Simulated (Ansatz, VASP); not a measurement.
**One calculation of Tl, two programs**

The input INCAR:

```
SYSTEM = Tl
PREC = Accurate
ENCUT = 520
EDIFF = 1E-6
ISMEAR = 0
SIGMA = 0.15
LREAL = .FALSE.
LASPH = .TRUE.
NELM = 100
ALGO = Fast
ISIF = 2
LWAVE = .FALSE.
LCHARG = .FALSE.
GGA = PE
NBANDS = 20
```

File KPOINTS:

```
Automatic mesh
0
G
  18 18 10
  0 0 0
```

The input POSCAR:

```
Tl
1.0
    3.3695983976      0.0000000000      0.0000000000
   -1.6847991988      2.9181578129      0.0000000000
    0.0000000000      0.0000000000      5.3868750000
Tl
2
Direct
    0.3333333333      0.6666666667      0.2500000000
    0.6666666667      0.3333333333      0.7500000000
```

Input for Ansatz:

```yaml
crystal:
  lattice:
    - [3.3695983976, 0.0, 0.0]
    - [-1.6847991988, 2.9181578129, 0.0]
    - [0.0, 0.0, 5.386875]
  atoms:
    - { symbol: Tl, position: [0.3333333333, 0.6666666667, 0.25] }
    - { symbol: Tl, position: [0.6666666667, 0.3333333333, 0.75] }
basis:
  ecutwfc: 420
kpoints:
  mp_grid: { grid: [18, 18, 10] }
hamiltonian:
  xc: pbe
scf:
  occupations: { method: gaussian, width: 0.15 }
output:
  forces: true
  stress: true
  eigenvalues: true
  write_density: true
  write_potential: true
  elf: true
  volumetric_format: npy
```

Change from the starting cell: strain -0.025 along x and y, -0.025 along z, atoms carried along.

Alike in both runs: task single point; functional PBE; k mesh 18 × 18 × 10; occupations gaussian, width 0.15 eV; no spin polarisation.

|  | VASP | Ansatz |
| --- | --- | --- |
| version | VASP 6.6.1 | Ansatz 0.2.0 |
| potentials or method | VASP PAW PBE potentials, release 64 (Tl_d), cutoff 520 eV | scalar-relativistic, plane waves, PAW |
| valence electrons in the cell | 26 | 26 |

Ansatz gave:

| Item | Value |
| --- | --- |
| gap on the k mesh at the Fermi level (eV) | none |
| pressure (GPa) | 7.2 |
| traceless stress, the component that is largest in VASP (GPa) | 0.18 |

Problem. Which values does VASP return?

Solution. gap on the k mesh at the Fermi level (eV): none; pressure (GPa): 7.1; traceless stress, the component that is largest in VASP (GPa): 0.18.

A gap of «none» marks a metal or a gap that the smearing closes. With one functional, cell and mesh, what is left measures potentials, basis and numerics.

Spin-orbit coupling is off throughout.
